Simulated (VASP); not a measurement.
Here is a VASP 6.6.1 calculation.

INCAR

```
SYSTEM = SrSi
PREC = Accurate
ENCUT = 520
EDIFF = 1E-6
ISMEAR = 1
SIGMA = 0.15
LREAL = .False.
LASPH = .True.
NELM = 80
ALGO = Normal
ISIF = 2
LWAVE = .False.
LCHARG = .False.
NBANDS = 22
```

File KPOINTS:

```
Automatic mesh
0
Gamma
  5 5 6
  0 0 0
```

Contents of POSCAR:

```
SrSi
1.0
    2.4150000000     -5.6650000000      0.0000000000
    2.4150000000      5.6650000000      0.0000000000
    0.0000000000      0.0000000000      4.0400000000
Sr Si
2 2
Direct
    0.6400000000      0.3600000000      0.2500000000
    0.3600000000      0.6400000000      0.7500000000
    0.9340000000      0.0660000000      0.2500000000
    0.0660000000      0.9340000000      0.7500000000
```

Potentials or basis: VASP PAW LDA potentials, release 64 (Sr_sv, Si).

Command:

```sh
$ cat potpaw_LDA.64/Sr_sv/POTCAR potpaw_LDA.64/Si/POTCAR > POTCAR
$ mpirun -np 1 vasp_std > vasp.out
```

(1) Estimate the band gap on the k mesh.

(2) Predict the largest force.

(3) Estimate the pressure.

Results:

(1) zero (band 14 reaches 4.39 eV, above the bottom of band 15 at 3.77 eV).

(2) 0.308 eV/Å.

(3) -3.0 GPa.
